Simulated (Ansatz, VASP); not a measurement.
**Bi: VASP beside Ansatz**

File INCAR:

```
PREC = Accurate
ENCUT = 500
EDIFF = 1E-6
ISMEAR = 0
SIGMA = 0.1
LREAL = False
LASPH = True
NELM = 120
ALGO = Normal
ISIF = 2
LWAVE = False
LCHARG = False
GGA = PS
NBANDS = 14
GGA_COMPAT = False
```

The input KPOINTS:

```
regular mesh
0
Gamma
  16 16 16
```

The input POSCAR:

```
Bi
1.0
   -1.9757292163      1.9757292163      1.9757292163
    1.9757292163     -1.9757292163      1.9757292163
    1.9757292163      1.9757292163     -1.9757292163
Bi
1
Direct
    0.0000000000      0.0000000000      0.0000000000
```

Input for Ansatz:

```yaml
crystal:
  lattice:
    - [-1.9757292163, 1.9757292163, 1.9757292163]
    - [1.9757292163, -1.9757292163, 1.9757292163]
    - [1.9757292163, 1.9757292163, -1.9757292163]
  atoms:
    - { symbol: Bi, position: [0.0, 0.0, 0.0] }
basis:
  ecutwfc: 600.0
kpoints:
  mp_grid: { grid: [16, 16, 16] }
hamiltonian:
  xc: pbesol
scf:
  occupations: { method: gaussian, width: 0.1 }
output:
  forces: true
  stress: true
  eigenvalues: true
```

Alike in both runs: task single point; functional PBEsol; k mesh 16 × 16 × 16; occupations gaussian, width 0.1 eV; no spin polarisation.

|  | VASP | Ansatz |
| --- | --- | --- |
| version | VASP 6.6.1 | Ansatz 0.2.0 |
| potentials or method | VASP PAW PBE potentials, release 64 (Bi_d), cutoff 500 eV | scalar-relativistic, plane waves, PAW |
| valence electrons in the cell | 15 | 15 |

VASP gave:

| Property | Result |
| --- | --- |
| gap on the k mesh at the Fermi level (eV) | none |
| pressure (GPa) | -1.7 |

**Question.** What did Ansatz give for the same quantities?

**Answer.** gap on the k mesh at the Fermi level (eV): none; pressure (GPa): -1.6.

VASP's potentials were made for PBE, not for PBEsol. A gap of «none» marks a metal or a gap that the smearing closes.

Spin-orbit coupling is off throughout.
